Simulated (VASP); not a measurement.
# SiC (I-4m2) in VASP: a series of runs

Runs on SiC. Level: HSE06. Tasks: single point.

Program: VASP 6.6.1. These are calculated values, not measurements. Logs are shortened: lines on timing, memory, paths and dates and some standing lists are left out, and cuts for length are marked.

## (1) The cell of the first run

Symmetry: I-4m2, No. 119, tetragonal system. The conventional cell has a = 3.142 Å, b = 3.142 Å, c = 4.299 Å, α = 90.00°, β = 90.00°, γ = 90.00°. Within 2.5 Å of Si (site symmetry -4m2) lie 4 C at 1.90 Å. C (site symmetry -4m2) has 4 Si at 1.90 Å within 2.5 Å.

## (2) Single point, HSE06 (epitaxial xy strain +2.0%)

POSCAR reads:

```
SiC
1.0
    0.0000000000      2.2216133981      2.1493611453
    2.2216133981      0.0000000000      2.1493611453
    2.2216133981      2.2216133981      0.0000000000
Si C
1 1
Direct
    0.0000000000      0.0000000000      0.0000000000
    0.2500000000      0.2500000000      0.2500000000
```

INCAR.step1 reads:

```
SYSTEM = SiC
PREC     = Accurate       ! precision mode
ENCUT    = 520            ! plane-wave cutoff, eV
EDIFF    = 1E-5           ! SCF threshold, eV
ISMEAR   = 0              ! smearing method
SIGMA    = 0.01           ! smearing width, eV
LREAL    = .False.        ! projectors in reciprocal space
LASPH    = .True.         ! aspherical terms in the spheres
NELM     = 100            ! most SCF steps
ALGO     = Normal         ! electronic algorithm
ISIF     = 2              ! what is computed and relaxed
LWAVE    = .True.         ! write WAVECAR
LCHARG   = .False.        ! write CHGCAR
GGA      = PE             ! functional
NBANDS   = 11             ! bands
```

INCAR.step2 reads:

```
SYSTEM = SiC
PREC     = Accurate       ! precision mode
ENCUT    = 520            ! plane-wave cutoff, eV
EDIFF    = 1E-6           ! SCF threshold, eV
ISMEAR   = 0              ! smearing method
SIGMA    = 0.01           ! smearing width, eV
LREAL    = .False.        ! projectors in reciprocal space
LASPH    = .True.         ! aspherical terms in the spheres
NELM     = 100            ! most SCF steps
ALGO     = Normal         ! electronic algorithm
ISIF     = 2              ! what is computed and relaxed
LWAVE    = .False.        ! write WAVECAR
LCHARG   = .False.        ! write CHGCAR
GGA      = PE             ! functional
LHFCALC  = .True.         ! exact exchange
HFSCREEN = 0.2079         ! screening, 1/A
PRECFOCK = Normal       
ISTART   = 1            
NBANDS   = 11             ! bands
```

KPOINTS reads:

```
regular mesh
0
Gamma
  8 8 8
  0 0 0
```

Potentials or basis: VASP PAW PBE potentials, release 64 (Si, C).

On the command line:

```bash
$ cat potpaw_PBE.64/Si/POTCAR potpaw_PBE.64/C/POTCAR > POTCAR
$ cp INCAR.step1 INCAR
$ mpirun -np 1 vasp_std > vasp.out
$ cp INCAR.step2 INCAR
$ mpirun -np 1 vasp_std > vasp.out
```

OUTCAR:

```text
SYSTEM = SiC
   PREC = Accurate
   ENCUT = 520
   EDIFF = 1E-6
   ISMEAR = 0
   LREAL = .False.
   LASPH = .True.
   NELM = 100
   ISIF = 2
   GGA = PE
   LHFCALC = .True.
   HFSCREEN = 0.2079
   PRECFOCK = Normal
   ISTART = 1

 ion  position               nearest neighbor table
   1  0.000  0.000  0.000-   2 1.90   2 1.90   2 1.90   2 1.90
   2  0.250  0.250  0.250-   1 1.90   1 1.90   1 1.90   1 1.90

  LATTYP: Found a body centered tetragonal cell.
 ALAT       =     3.1418357979
 C/A-ratio  =     1.3682199093

  Lattice vectors:

 A1 = (   0.0000000000,  -2.2216133981,  -2.1493611453)
 A2 = (   0.0000000000,   2.2216133981,  -2.1493611453)
 A3 = (   2.2216133981,   0.0000000000,   2.1493611453)

Analysis of symmetry for initial positions (statically):
=====================================================================
 Subroutine PRICEL returns:
 Original cell was already a primitive cell.

 Routine SETGRP: Setting up the symmetry group for a
 body centered tetragonal supercell.

 Subroutine GETGRP returns: Found  8 space group operations
 (whereof  8 operations were pure point group operations)
 out of a pool of 16 trial point group operations.

The static configuration has the point symmetry D_2d.

Analysis of symmetry for dynamics (positions and initial velocities):
=====================================================================
 Subroutine PRICEL returns:
 Original cell was already a primitive cell.

 Routine SETGRP: Setting up the symmetry group for a
 body centered tetragonal supercell.

 Subroutine GETGRP returns: Found  8 space group operations
 (whereof  8 operations were pure point group operations)
 out of a pool of 16 trial point group operations.

The dynamic configuration has the point symmetry D_2d.

 Subroutine INISYM returns: Found  8 space group operations
 (whereof  8 operations are pure point group operations),
 and found     1 'primitive' translations

----------------------------------------------------------------------------------------

                                     Primitive cell

  volume of cell :      21.2166

  direct lattice vectors                    reciprocal lattice vectors
     0.000000000  2.221613398  2.149361145    -0.225061660  0.225061660  0.232627263
     2.221613398  0.000000000  2.149361145     0.225061660 -0.225061660  0.232627263
     2.221613398  2.221613398  0.000000000     0.225061660  0.225061660 -0.232627263

  length of vectors
     3.091167971  3.091167971  3.141835798     0.394234632  0.394234632  0.394234632

  position of ions in fractional coordinates (direct lattice)
     0.000000000  0.000000000  0.000000000
     0.250000000  0.250000000  0.250000000

  ion indices of the primitive-cell ions
   primitive index   ion index
                 1           1
                 2           2

----------------------------------------------------------------------------------------

 KPOINTS: regular mesh

Automatic generation of k-mesh.
 Grid dimensions read from file:
 generate k-points for:    8    8    8

 Generating k-lattice:

  Cartesian coordinates                     Fractional coordinates (reciprocal lattice)
    -0.028132708  0.028132708  0.029078408     0.125000000  0.000000000  0.000000000
     0.028132708 -0.028132708  0.029078408     0.000000000  0.125000000  0.000000000
     0.028132708  0.028132708 -0.029078408    -0.000000000 -0.000000000  0.125000000

  Length of vectors
     0.049279329  0.049279329  0.049279329

  Shift w.r.t. Gamma in fractional coordinates (k-lattice)
     0.000000000  0.000000000  0.000000000

 Subroutine IBZKPT returns following result:
 ===========================================

 Found     59 irreducible k-points:

 Following reciprocal coordinates:
            Coordinates               Weight
  0.000000  0.000000  0.000000      1.000000
  0.125000 -0.000000  0.000000      8.000000
  0.250000 -0.000000  0.000000      8.000000
  0.375000 -0.000000  0.000000      8.000000
  0.500000 -0.000000  0.000000      4.000000
  0.125000  0.125000  0.000000      2.000000
[... 16 lines left out ...]
  0.250000 -0.000000  0.125000     16.000000
  0.375000  0.000000  0.125000     16.000000
 [... further k-points ...]
   k-points           NKPTS =     59   k-points in BZ     NKDIM =    512   number of bands    NBANDS=     11
   number of dos      NEDOS =    301   number of ions     NIONS =      2
   total plane-waves  NPLWV =  13824
   dimension x,y,z NGX =    24 NGY =   24 NGZ =   24
   dimension x,y,z NGXF=    48 NGYF=   48 NGZF=   48
   ions per type =               1   1
   NGX,Y,Z   is equivalent  to a cutoff of  12.91, 12.91, 12.70 a.u.
   NGXF,Y,Z  is equivalent  to a cutoff of  25.81, 25.81, 25.40 a.u.
 SYSTEM =  SiC
   PREC   = accura    normal or accurate (medium, high low for compatibility)
   ISTART =      1    job   : 0-new  1-cont  2-samecut
   ICHARG =      0    charge: 1-file 2-atom 10-const
   ISPIN  =      1    spin polarized calculation?
   LNONCOLLINEAR =      F non collinear calculations
   LSORBIT =      F    spin-orbit coupling
   LASPH  =      T    aspherical Exc in radial PAW
   ENCUT  =  520.0 eV  38.22 Ry    6.18 a.u.   5.75  5.75  5.84*2*pi/ulx,y,z
   NELM   =    100;   NELMIN=  2; NELMDL=  0     # of ELM steps
   EDIFF  = 0.1E-05   stopping-criterion for ELM
   LREAL  =      F    real-space projection
   EDIFFG = 0.1E-04   stopping-criterion for IOM
   NSW    =      0    number of steps for IOM
   IBRION =     -1    ionic relax: 0-MD 1-quasi-New 2-CG
   NFREE  =      0    steps in history (QN), initial steepest desc. (CG)
   ISIF   =      2    stress and relaxation
   ISYM   =      3    0-nonsym 1-usesym 2-fastsym
   POTIM  = 0.5000    time-step for ionic-motion
   TEBEG  =    0.0;   TEEND  =   0.0 temperature during run
   PSTRESS=    0.0 pullay stress
   NELECT =       8.0000    total number of electrons
   NUPDOWN=      -1.0000    fix difference up-down
   EMIN   =  10.00;   EMAX   =-10.00  energy-range for DOS
   EFERMI =   0.00;   METHOD = LEGACY
   ISMEAR =     0;   SIGMA  =   0.01  broadening in eV -4-tet -1-fermi 0-gaus
   EFERMI_NEDOS =   21; number of points for ismear=-14 and -15
   IALGO  =     38    algorithm
   IMIX   =      1    mixing-type and parameters
     AMIX     =   0.40;   BMIX     =  1.00
     AMIX_MAG =   1.60;   BMIX_MAG =  1.00
  volume/ion in A,a.u.               =      10.61        71.59
  Fermi-wavevector in a.u.,A,eV,Ry     =   1.182713  2.235004 19.031966  1.398810
  Thomas-Fermi vector in A             =   2.318962
   LORBIT       =      0    0 simple, 1 ext, 2 COOP (PROOUT), +10 PAW based schemes
   GGA     = PE    functional components
   LHFCALC =     T    Hartree Fock is set to
   PRECFOCK=normal    Normal, Fast or Accurate (Low or Medium for compatibility)
   ENCUT4O =  -1.0   cutoff for four orbital integrals eV
   NKREDX  =     1    reduce k-point grid by
   NKREDY  =     1    reduce k-point grid by
   NKREDZ  =     1    reduce k-point grid by
   AEXX    =    0.2500 exact exchange contribution
   HFSCREEN=    0.2079 screening length (either q_TF or 0.3 A-1)
   HFSCREENC=   0.2079 screening length for correlation (either q_TF or 0.3 A-1)
   ENCUTFOCK=  -1.0 apply spherical cutoff to Coloumb kernel
   IVDW    =     0    specifies the selected vdW correction
   LEPSILON=     F    determine dielectric tensor
   LRPA    =     F    only Hartree local field effects (RPA)
 non-spin polarized calculation
 Gauss-broadening in eV      SIGMA  =   0.01
  energy-cutoff  :      520.00
  volume of cell :       21.22
 maximum number of plane-waves:       580
  NGX = 18; NGY = 18; NGZ = 18

 number of electron       8.0000001 magnetization

 Free energy of the ion-electron system (eV)
  ---------------------------------------------------
  ext. energy  EPLUGINS =         0.00000000
  ---------------------------------------------------
  free energy    TOTEN  =       -17.39573742 eV

  energy without entropy =      -17.39573742  energy(sigma->0) =      -17.39573742

 E-fermi :   7.5399     XC(G=0):  -9.2745

 val. band max:        7.3722955663   @ k =   0.0000   0.0000   0.0000
 cond. band min:       9.2734146833   @ k =   0.5000   0.5000   0.0000
 fundamental gap:      1.9011191169
 Fermi energy:         7.5398954486

 k-point     1 :       0.0000    0.0000    0.0000
  band No.  band energies     occupation
      1      -9.5581      2.00000
      2       7.1529      2.00000
      3       7.1529      2.00000
      4       7.3723      2.00000
      5      14.4346      0.00000
      6      15.5610      0.00000
      7      15.6586      0.00000
      8      15.6586      0.00000
      9      22.6258      0.00000
     10      23.5924      0.00000
     11      24.7949      0.00000

 k-point     2 :       0.1250   -0.0000    0.0000
  band No.  band energies     occupation
      1      -9.2333      2.00000
      2       5.6212      2.00000
      3       6.9114      2.00000
      4       7.1097      2.00000
      5      14.6967      0.00000
      6      15.9382      0.00000
      7      16.0079      0.00000
      8      16.2466      0.00000
      9      21.4922      0.00000
     10      22.1424      0.00000
     11      24.6156      0.00000

 k-point     3 :       0.2500   -0.0000    0.0000
  band No.  band energies     occupation
      1      -8.2846      2.00000
      2       2.5708      2.00000
      3       6.4195      2.00000
      4       6.7116      2.00000
      5      14.1595      0.00000
      6      16.1377      0.00000
      7      16.4375      0.00000
      8      17.8823      0.00000
      9      21.6155      0.00000
     10      21.7096      0.00000
     11      23.6749      0.00000
[... 267 lines left out ...]
 k-point    23 :       0.2500   -0.0000    0.1250
  band No.  band energies     occupation
      1      -8.3997      2.00000
      2       3.6303      2.00000
      3       5.9258      2.00000
      4       6.1630      2.00000
      5      13.9876      0.00000
      6      15.9684      0.00000
      7      16.9491      0.00000
      8      17.6240      0.00000
      9      19.9812      0.00000
     10      23.5586      0.00000
     11      25.8232      0.00000

 k-point    24 :       0.3750    0.0000    0.1250
  band No.  band energies     occupation
      1      -7.1143      2.00000
      2       0.7253      2.00000
      3       5.3645      2.00000
      4       5.7111      2.00000
      5      13.7036      0.00000
      6      15.7306      0.00000
      7      17.3901      0.00000
      8      18.0518      0.00000
      9      21.6940      0.00000
     10      24.7710      0.00000
     11      25.5534      0.00000

 [... further k-points ...]

------------------------ aborting loop because EDIFF is reached ----------------------------------------

  FORCE on cell =-STRESS in cart. coord.  units (eV):
  Direction    XX          YY          ZZ          XY          YZ          ZX
  --------------------------------------------------------------------------------------
  -------------------------------------------------------------------------------------
  Total       -1.3403504     -1.3403504     -0.2097035      0.0000000      0.0000000      0.0000000
  in kB     -101.2167949   -101.2167949    -15.8357989      0.0000000      0.0000000      0.0000000
  external PRESSURE =     -72.7564629 kB  Pullay stress =       0.0000000 kB

 VOLUME and BASIS-vectors are now :
 -----------------------------------------------------------------------------
  energy-cutoff  :      520.00
  volume of cell :       21.22
      direct lattice vectors                 reciprocal lattice vectors
     0.000000000  2.221613398  2.149361145    -0.225061660  0.225061660  0.232627263
     2.221613398  0.000000000  2.149361145     0.225061660 -0.225061660  0.232627263
     2.221613398  2.221613398  0.000000000     0.225061660  0.225061660 -0.232627263

 POSITION                                       TOTAL-FORCE (eV/Angst)
 -----------------------------------------------------------------------------------
      0.00000      0.00000      0.00000         0.000000      0.000000     -0.000000
      1.11081      1.11081      1.07468        -0.000000     -0.000000      0.000000
 -----------------------------------------------------------------------------------
    total drift:                                0.000000      0.000000     -0.000000

  FREE ENERGIE OF THE ION-ELECTRON SYSTEM (eV)
  ---------------------------------------------------
  free  energy   TOTEN  =       -17.3957374175 eV

  energy  without entropy=      -17.3957374175  energy(sigma->0) =      -17.39573742
```

Wall time 43 min (1 thread of Intel Xeon Platinum 8259CL at 2.50GHz (Skylake/Cascade Lake), shared host); peak memory 0.26 GiB.

What came out:

```
Free energy            : -17.3957 eV
Pressure               : -7.3 GPa
Band gap on the k mesh : 1.90 eV (least direct gap 5.65 eV)
```

Caveat: the cell differs from its parent crystal (epitaxial xy strain +2.0%); the stress differs along the axes, from -10 to -2 GPa; the PAW data sets were made with another functional, which shifts forces and pressure a little. A k mesh can miss the band edges.

## (3) Single point, HSE06 (epitaxial xy strain +1.0%)

POSCAR reads:

```
SiC
1.0
    0.0000000000      2.1998328745      2.1639622962
    2.1998328745      0.0000000000      2.1639622962
    2.1998328745      2.1998328745      0.0000000000
Si C
1 1
Direct
    0.0000000000      0.0000000000      0.0000000000
    0.2500000000      0.2500000000      0.2500000000
```

INCAR.step1 reads:

```
SYSTEM = SiC
PREC = Accurate
ENCUT = 520
EDIFF = 1E-5
ISMEAR = 0
SIGMA = 0.01
LREAL = .FALSE.
LASPH = .TRUE.
NELM = 60
ALGO = Normal
ISIF = 2
LWAVE = .TRUE.
LCHARG = .FALSE.
GGA = PE
NBANDS = 11
```

INCAR.step2 reads:

```
SYSTEM = SiC
PREC = Accurate
ENCUT = 520
EDIFF = 1E-7
ISMEAR = 0
SIGMA = 0.01
LREAL = .FALSE.
LASPH = .TRUE.
NELM = 60
ALGO = Normal
ISIF = 2
LWAVE = .FALSE.
LCHARG = .FALSE.
GGA = PE
LHFCALC = .TRUE.
HFSCREEN = 0.2079
PRECFOCK = Normal
ISTART = 1
NBANDS = 11
```

KPOINTS reads:

```
regular mesh
0
G
  8 8 8
  0 0 0
```

Potentials or basis: VASP PAW PBE potentials, release 64 (Si, C).

On the command line:

```bash
$ cat potpaw_PBE.64/Si/POTCAR potpaw_PBE.64/C/POTCAR > POTCAR
$ cp INCAR.step1 INCAR
$ mpirun -np 1 vasp_std > vasp.out
$ cp INCAR.step2 INCAR
$ mpirun -np 1 vasp_std > vasp.out
```

Wall time 76 min (1 thread of Oxide Virtual Turin-like, shared host); peak memory 0.22 GiB.

It converged, with:

* Free energy: -17.4152 eV
* Pressure: -4.5 GPa
* Band gap on the k mesh: 2.06 eV (least direct gap 5.69 eV)

Stress tensor (GPa, compression positive):
```
-5.96  0.00  0.00
 0.00 -5.96  0.00
 0.00  0.00 -1.56
```

Levels at points of the mesh, in eV from the valence-band top:
```csv
k point,band 2,band 3,band 4,band 5,band 6,band 7
"(0.00, 0.00, 0.00)",-0.11,-0.11,0.00,7.30,8.39,8.44
"(0.50, 0.00, 0.00)",-9.36,-1.33,-1.13,6.41,8.22,8.50
"(0.50, 0.50, 0.00)",-8.43,-3.67,-3.67,2.06,5.05,15.66
"(0.50, 0.00, 0.50)",-8.65,-3.50,-3.47,2.22,5.34,15.46
```

Caveat: the cell differs from its parent crystal (epitaxial xy strain +1.0%); the cell stands under tension; the PAW data sets were made with another functional, which shifts forces and pressure a little. A k mesh can miss the band edges.
